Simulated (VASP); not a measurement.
# Si13Sn3 (P1) in VASP: settings compared, part 2 of 2

VASP 6.6.1. The steps go on from the part before.

**3. Single point, HSE06**

This run uses another cell than the first one, of 22.39 Å³/atom.

Contents of POSCAR:

```
Si13Sn3
1.0
   11.2738700000      0.0000000000      0.0000000000
    0.0000000000     11.2738700000      0.0000000000
    0.0000000000      0.0000000000     11.2738700000
Si Sn
52 12
Direct
    0.0034820000      0.9799000000      0.0188800000
    0.9887730000      0.9876910000      0.4885300000
    0.9910650000      0.5187620000      0.0151950000
    0.0090660000      0.5108600000      0.4917360000
    0.5014000000      0.9724350000      0.9979900000
    0.4991890000      0.9961460000      0.4988740000
    0.5062290000      0.5187660000      0.9865130000
    0.5044600000      0.5061370000      0.4989860000
    0.1135450000      0.1099820000      0.1437200000
    0.1221530000      0.6319000000      0.1320700000
    0.1288920000      0.6316710000      0.6226030000
    0.6233030000      0.1233780000      0.6175990000
    0.6284270000      0.6283130000      0.1234160000
    0.6233430000      0.6303690000      0.6240930000
    0.2597080000      0.2618040000      0.4883970000
    0.2488800000      0.7426610000      0.0040640000
    0.2521550000      0.7497520000      0.4970250000
    0.7435970000      0.2403500000      0.4898620000
    0.7504990000      0.7520190000      0.0010220000
    0.7494640000      0.7469220000      0.5001970000
    0.3805800000      0.3819400000      0.6163380000
    0.3706370000      0.8675320000      0.1267680000
    0.3861450000      0.8608730000      0.6134800000
    0.8831710000      0.3864770000      0.1394730000
    0.8754060000      0.8634990000      0.1326480000
    0.8710250000      0.8687180000      0.6231650000
    0.2469480000      0.9923230000      0.2566360000
    0.2398460000      0.5148290000      0.2590330000
    0.2630950000      0.5145450000      0.7382590000
    0.7609980000      0.9835140000      0.2597890000
    0.7371190000      0.9866090000      0.7393190000
    0.7532470000      0.5056150000      0.2550600000
    0.7417960000      0.5189570000      0.7532910000
    0.3662030000      0.1146250000      0.3843310000
    0.3745450000      0.6273830000      0.3760790000
    0.3770790000      0.6352100000      0.8688600000
    0.8723820000      0.1202230000      0.3732470000
    0.8777010000      0.6293120000      0.3751080000
    0.8706950000      0.6302060000      0.8799180000
    0.9987250000      0.2487270000      0.2579830000
    0.0001920000      0.7486500000      0.2530000000
    0.9966320000      0.7465980000      0.7528270000
    0.5113370000      0.2631220000      0.7338420000
    0.4997820000      0.7482010000      0.2499810000
    0.5018720000      0.7484240000      0.7448120000
    0.1272350000      0.3786080000      0.3729850000
    0.1226550000      0.8684630000      0.3750930000
    0.1170040000      0.8578150000      0.8890490000
    0.6342650000      0.3838060000      0.3837340000
    0.6183280000      0.3938400000      0.8610400000
    0.6260960000      0.8707870000      0.3769640000
    0.6242150000      0.8632030000      0.8699200000
    0.1271580000      0.1219500000      0.6015080000
    0.6276860000      0.1031510000      0.1277880000
    0.2417640000      0.2399730000      0.0126080000
    0.7475430000      0.2689730000      0.0001500000
    0.3774620000      0.3986340000      0.1277360000
    0.8612120000      0.3888930000      0.6126430000
    0.2496000000      0.9764660000      0.7473880000
    0.3949890000      0.1226950000      0.8699090000
    0.8721810000      0.1006270000      0.8801460000
    0.9975680000      0.2525290000      0.7485070000
    0.5004470000      0.2488480000      0.2671520000
    0.1267220000      0.4019310000      0.8791230000
```

Contents of INCAR.step1:

```
PREC     = Accurate       # precision mode
ENCUT    = 520            # plane-wave cutoff, eV
EDIFF    = 1E-5           # SCF threshold, eV
ISMEAR   = -1             # smearing method
SIGMA    = 0.05           # smearing width, eV
LREAL    = Auto         
LASPH    = T              # aspherical terms in the spheres
NELM     = 80             # most SCF steps
ALGO     = Normal         # electronic algorithm
ISIF     = 2              # what is computed and relaxed
LWAVE    = T              # write WAVECAR
NBANDS   = 226            # bands
GGA      = PE             # functional
LUSENCCL = F
```

Contents of INCAR.step2:

```
PREC     = Accurate       # precision mode
ENCUT    = 520            # plane-wave cutoff, eV
EDIFF    = 1E-7           # SCF threshold, eV
ISMEAR   = -1             # smearing method
SIGMA    = 0.05           # smearing width, eV
LREAL    = Auto         
LASPH    = T              # aspherical terms in the spheres
NELM     = 80             # most SCF steps
ALGO     = Normal         # electronic algorithm
ISIF     = 2              # what is computed and relaxed
LWAVE    = F              # write WAVECAR
LCHARG   = T              # write CHGCAR
GGA      = PE             # functional
LHFCALC  = T              # exact exchange
HFSCREEN = 0.2079         # screening, 1/A
PRECFOCK = Fast         
LELF     = T              # ELF
LVHAR    = T            
NBANDS   = 226            # bands
ISTART   = 1            
LUSENCCL = F
```

Contents of KPOINTS:

```
regular mesh
0
Gamma
  1 1 1
```

Potentials or basis: VASP PAW PBE potentials, release 64 (Si, Sn_d).

Launch:

```sh
cat potpaw_PBE.64/Si/POTCAR potpaw_PBE.64/Sn_d/POTCAR > POTCAR
cp INCAR.step1 INCAR
mpirun -np 1 vasp_gam > vasp.out
cp INCAR.step2 INCAR
mpirun -np 1 vasp_gam > vasp.out
```

OUTCAR:

```text
PREC = Accurate
   ENCUT = 520
   EDIFF = 1E-7
   ISMEAR = -1
   LREAL = Auto
   LASPH = T
   NELM = 80
   ISIF = 2
   GGA = PE
   LHFCALC = T
   HFSCREEN = 0.2079
   PRECFOCK = Fast
   ISTART = 1

 ion  position               nearest neighbor table
   1  0.003  0.980  0.019-  25 2.33   9 2.38  48 2.38  61 2.55
   2  0.989  0.988  0.489-  37 2.38  47 2.39  26 2.42  53 2.52
   3  0.991  0.519  0.015-  10 2.36  24 2.38  39 2.40  64 2.54
   4  0.009  0.511  0.492-  38 2.39  46 2.41  11 2.42  58 2.55
   5  0.501  0.972  0.998-  52 2.35  22 2.38  54 2.52  60 2.53
   6  0.499  0.996  0.499-  23 2.37  34 2.39  12 2.41  51 2.44
[... 56 lines left out ...]
  63  0.500  0.249  0.267-  49 2.51  34 2.52  54 2.69  57 2.69
  64  0.127  0.402  0.879-   3 2.54  29 2.55  62 2.67  55 2.70

  LATTYP: Found a simple cubic cell.
 ALAT       =    11.2738700000

  Lattice vectors:

 A1 = (  11.2738700000,   0.0000000000,   0.0000000000)
 A2 = (   0.0000000000,  11.2738700000,   0.0000000000)
 A3 = (   0.0000000000,   0.0000000000,  11.2738700000)

Analysis of symmetry for initial positions (statically):
=====================================================================
 Subroutine PRICEL returns:
 Original cell was already a primitive cell.

 Routine SETGRP: Setting up the symmetry group for a
 simple cubic supercell.

 Subroutine GETGRP returns: Found  1 space group operations
 (whereof  1 operations were pure point group operations)
 out of a pool of 48 trial point group operations.

The static configuration has the point symmetry C_1 .

Analysis of symmetry for dynamics (positions and initial velocities):
=====================================================================
 Subroutine PRICEL returns:
 Original cell was already a primitive cell.

 Routine SETGRP: Setting up the symmetry group for a
[... 235 lines left out ...]
   NKREDX  =     1    reduce k-point grid by
   NKREDY  =     1    reduce k-point grid by
   NKREDZ  =     1    reduce k-point grid by
   AEXX    =    0.2500 exact exchange contribution
   HFSCREEN=    0.2079 screening length (either q_TF or 0.3 A-1)
   HFSCREENC=   0.2079 screening length for correlation (either q_TF or 0.3 A-1)
   ENCUTFOCK=  -1.0 apply spherical cutoff to Coloumb kernel
   IVDW    =     0    specifies the selected vdW correction
   LEPSILON=     F    determine dielectric tensor
   LRPA    =     F    only Hartree local field effects (RPA)
 non-spin polarized calculation
  energy-cutoff  :      520.00
  volume of cell :     1432.91
 maximum number of plane-waves:     19249
 NGX is ok and might be reduce to    84
  NGX = 42; NGY = 42; NGZ = 42

 number of electron     375.9999981 magnetization

 Free energy of the ion-electron system (eV)
  ---------------------------------------------------
  ext. energy  EPLUGINS =         0.00000000
  ---------------------------------------------------
  free energy    TOTEN  =      -367.40072816 eV

  energy without entropy =     -367.39004266  energy(sigma->0) =     -367.39538541

 E-fermi :   6.3129     XC(G=0):  -7.7869

 val. band max:        6.0625533611   @ k =   0.0000   0.0000   0.0000
 cond. band min:       6.5824407017   @ k =   0.0000   0.0000   0.0000
 fundamental gap:      0.5198873406
 Fermi energy:         6.3128516742

 k-point     1 :       0.0000    0.0000    0.0000
  band No.  band energies     occupation
      1     -17.6684      2.00000
      2     -17.6531      2.00000
      3     -17.6227      2.00000
      4     -17.5940      2.00000
      5     -17.5702      2.00000
      6     -17.5488      2.00000
[... 192 lines left out ...]
    199       7.3045      0.00000
    200       7.3430      0.00000
 [bands above 200 left out]

------------------------ aborting loop because EDIFF is reached ----------------------------------------

  FORCE on cell =-STRESS in cart. coord.  units (eV):
  Direction    XX          YY          ZZ          XY          YZ          ZX
  --------------------------------------------------------------------------------------
  -------------------------------------------------------------------------------------
  Total        2.7271841      5.1577233      3.6262739      1.4613947     -1.3235255     -0.8310018
  in kB        3.0493409      5.7669947      4.0546383      1.6340263     -1.4798708     -0.9291663
  external PRESSURE =       4.2903246 kB  Pullay stress =       0.0000000 kB

 VOLUME and BASIS-vectors are now :
 -----------------------------------------------------------------------------
  energy-cutoff  :      520.00
  volume of cell :     1432.91
      direct lattice vectors                 reciprocal lattice vectors
    11.273870000  0.000000000  0.000000000     0.088700686  0.000000000  0.000000000
     0.000000000 11.273870000  0.000000000     0.000000000  0.088700686  0.000000000
     0.000000000  0.000000000 11.273870000     0.000000000  0.000000000  0.088700686

 POSITION                                       TOTAL-FORCE (eV/Angst)
 -----------------------------------------------------------------------------------
      0.03926     11.04727      0.21285        -0.032485      0.007725     -0.023987
     11.14730     11.13510      5.50762         0.028844     -0.005989      0.012114
     11.17314      5.84846      0.17131         0.058496     -0.053844     -0.008149
      0.10221      5.75937      5.54377        -0.041657      0.008139     -0.001676
      5.65272     10.96311     11.25121         0.051861      0.060194      0.017379
      5.62779     11.23042      5.62424        -0.007360     -0.060035      0.013851
[... 56 lines left out ...]
      5.64197      2.80548      3.01184         0.008080      0.002946     -0.033744
      1.42865      4.53132      9.91112        -0.055637     -0.079529     -0.024485
 -----------------------------------------------------------------------------------
    total drift:                                0.008090      0.008539     -0.012014

  FREE ENERGIE OF THE ION-ELECTRON SYSTEM (eV)
  ---------------------------------------------------
  free  energy   TOTEN  =      -367.4007281601 eV

  energy  without entropy=     -367.3900426559  energy(sigma->0) =     -367.39538541
```

It took 11 min on 1 × NVIDIA H100 80GB with 1 thread of AMD EPYC 7R13 (Zen 3), shared host; peak memory 1.8 GiB.

What came out:

- Free energy: -367.4007 eV
- Pressure: 0.4 GPa
- Largest force: 0.100 eV/Å

Forces in eV/Å, atoms in the order of the input:
```
Si  -0.032  0.008 -0.024
Si   0.029 -0.006  0.012
Si   0.058 -0.054 -0.008
Si  -0.042  0.008 -0.002
Si   0.052  0.060  0.017
Si  -0.007 -0.060  0.014
Si  -0.028 -0.047  0.045
Si   0.011 -0.006  0.022
Si   0.044  0.007 -0.064
Si  -0.006 -0.027  0.009
Si  -0.007 -0.034 -0.032
Si   0.003 -0.031 -0.017
Si  -0.011  0.017  0.024
Si  -0.008 -0.026 -0.003
Si  -0.055 -0.012  0.045
Si  -0.030  0.050 -0.010
Si   0.023 -0.009 -0.011
Si   0.038  0.026  0.045
Si   0.005 -0.029  0.017
Si  -0.015  0.019 -0.022
Si   0.023  0.021 -0.003
Si   0.041 -0.029  0.022
Si  -0.022  0.052  0.039
Si  -0.046  0.016 -0.037
Si   0.021  0.059  0.034
Si  -0.004 -0.001 -0.039
Si  -0.026 -0.002  0.024
Si   0.027 -0.009 -0.040
Si  -0.047  0.001  0.019
Si  -0.040 -0.003 -0.051
Si   0.041  0.003  0.029
Si   0.004  0.006  0.029
Si  -0.002 -0.032 -0.036
Si   0.074 -0.005 -0.044
Si   0.007 -0.007  0.007
Si   0.048 -0.062  0.011
Si  -0.029 -0.037 -0.002
Si   0.015 -0.023 -0.006
Si  -0.019  0.001 -0.014
Si  -0.004  0.020 -0.031
Si  -0.010  0.015 -0.001
Si  -0.001  0.000 -0.001
Si  -0.044 -0.015  0.043
Si   0.005  0.004  0.008
Si  -0.007  0.012 -0.035
Si   0.002  0.078  0.005
Si  -0.021  0.029 -0.025
Si   0.018  0.037 -0.031
Si  -0.050  0.008 -0.043
Si   0.029  0.011  0.037
Si   0.009 -0.011  0.012
Si  -0.033  0.043 -0.007
Sn  -0.029  0.006  0.091
Sn  -0.047 -0.007  0.017
Sn   0.015  0.000 -0.006
Sn  -0.012  0.010 -0.012
Sn   0.017 -0.003  0.010
Sn   0.059 -0.013  0.074
Sn   0.002  0.028 -0.028
Sn  -0.034  0.004  0.020
Sn   0.072  0.025 -0.023
Sn   0.026 -0.002 -0.015
Sn   0.008  0.003 -0.034
Sn  -0.056 -0.080 -0.024
```

Stress tensor (GPa, compression positive):
```
 0.30  0.16 -0.09
 0.16  0.58 -0.15
-0.09 -0.15  0.41
```

Levels at points of the mesh, in eV from the Fermi level:
| k point | band 186 | band 187 | band 188 | band 189 | band 190 | band 191 |
| --- | --- | --- | --- | --- | --- | --- |
| (0.00, 0.00, 0.00) | -0.62 | -0.33 | -0.25 | 0.27 | 0.30 | 0.35 |

Caveat: the k points lie up to 0.56 Å⁻¹ apart; the PAW data sets were made with another functional, which shifts forces and pressure a little; spin-orbit coupling is left out, which moves the levels of the heavy elements.
